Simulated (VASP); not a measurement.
Input of a VASP 6.6.1 run:

INCAR

```
PREC = Accurate ; ENCUT = 520
EDIFF = 1E-8 ; ISMEAR = -1
SIGMA = 0.03 ; LREAL = False
LASPH = True ; NELM = 100
ALGO = Normal ; ISIF = 2
LWAVE = False ; LCHARG = False
GGA = PS ; LEFG = True
NBANDS = 18
```

Contents of KPOINTS:

```
regular mesh
0
Gamma
  14 14 8
```

File POSCAR:

```
Au
1.0
    2.9381606606      0.0000000000      0.0000000000
   -1.4690803303      2.5445217725      0.0000000000
    0.0000000000      0.0000000000      4.9442178906
Au
2
Direct
    0.3333333333      0.6666666667      0.7500000000
    0.6666666667      0.3333333333      0.2500000000
```

Potentials or basis: VASP PAW PBE potentials, release 64 (Au).

The run is started by

```bash
$ cat potpaw_PBE.64/Au/POTCAR > POTCAR
$ mpirun -np 1 vasp_std > vasp.out
```

(1) Estimate the pressure.

(2) What does it give for the band gap on the k mesh?

Answers

(1) -11.1 GPa.

(2) zero (band 11 reaches 11.57 eV, above the bottom of band 12 at 5.49 eV).

Caveat: without QUAD_EFG the Cq values of the log hold for a quadrupole moment of 1 mb, not for the nuclei; the PAW data sets were made with another functional, which shifts forces and pressure a little; spin-orbit coupling is left out, which moves the levels of the heavy elements.
